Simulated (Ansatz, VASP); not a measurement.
**Two plane-wave programs on SiC**

```
Si C
1.0
     2.85685    0.00000    0.00000
    -1.42843    2.47411    0.00000
     0.00000    0.00000    4.70199
Si C
2 2
Direct
  0.00000 0.00000 0.00000
  0.00000 0.00000 0.50000
  0.33333 0.66667 0.25000
  0.66667 0.33333 0.75000
```

Alike in both runs: task single point; functional HSE06; k mesh 6 × 6 × 4; occupations fermi-dirac, width 0.02 eV; no spin polarisation.

```csv
,VASP,Ansatz
version,VASP 6.6.1,Ansatz 0.2.0
potentials or method,"VASP PAW PBE potentials, release 64 (Si, C)","plane waves, PAW"
plane-wave cutoff (eV),520,420
valence electrons in the cell,16,16
```

|  | VASP | Ansatz | Ansatz less VASP |
| --- | --- | --- | --- |
| pressure (GPa) | -3.5 | -3.2 | +0.32 |
| traceless stress, the component that is largest in VASP (GPa) | 1.52 | 1.93 | +0.406 |

Ansatz's warnings: filled band counts differ across k points, stress exchange threshold loose, stress scf threshold loose.

The k mesh is coarse, so the values compare programs but aren't converged.
